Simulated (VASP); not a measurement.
Write the native input for VASP 6.6.1 that does the following.

* Task: single point
* Functional: PBE
* Potentials or basis: VASP PAW PBE potentials, release 64 (Re, S)
* Cutoff: 520 eV
* k mesh: 6 × 6 × 2
* Occupations: gaussian, width 0.1 eV
* Spin: collinear spin, ferromagnetic start
* Starting moments: [1.0, 0.0, 0.0, 0.0] μB
* Dipole correction: no
* Further INCAR settings: ALGO = Normal; EDIFF = 1e-06; NBANDS = 24

The structure of ReS3 lies in POSCAR:

```
ReS3
1.0
    3.1597278100      0.0000000000      0.0000000000
    0.0000000000      3.1597278100      0.0000000000
    0.0000000000      0.0000000000      8.5445808100
Re S
1 3
Direct
    0.0000000000      0.0000000000      0.0000000000
    0.0000000000      0.0000000000      0.5000000000
    0.5000000000      0.5000000000      0.2261155100
    0.5000000000      0.5000000000      0.7738844900
```

These files were run (other wordings do the same):

INCAR

```
PREC = Accurate
ENCUT = 520
EDIFF = 1E-6
ISMEAR = 0
SIGMA = 0.1
LREAL = F
LASPH = T
NELM = 150
ALGO = Normal
ISIF = 2
LWAVE = F
LCHARG = F
ISPIN = 2
MAGMOM = 1 0 0 0
LORBIT = 11
LMAXMIX = 4
GGA = PE
NBANDS = 24
```

KPOINTS

```
Automatic mesh
0
Gamma
  6 6 2
```

Potentials or basis: VASP PAW PBE potentials, release 64 (Re, S).

Run with:

```bash
$ cat potpaw_PBE.64/Re/POTCAR potpaw_PBE.64/S/POTCAR > POTCAR
$ mpirun -np 1 vasp_std > vasp.out
```

It gave:

| Item | Value |
| --- | --- |
| Pressure | -24.1 GPa |
| Largest force | 3.546 eV/Å |
| Net moment | 0.00 μB per cell |
| Valence electrons inside the program's atomic spheres | Re 5.07; S 3.47, 3.46 |

Caveat: the k points lie up to 0.37 Å⁻¹ apart; forces of over 1 eV/Å act on the atoms, so gaps and moduli don't describe the material at rest.

It took 75 s on 1 thread of Intel(R) Xeon(R) 6975P-C (Granite Rapids) (shared host), peak memory 0.25 GiB.
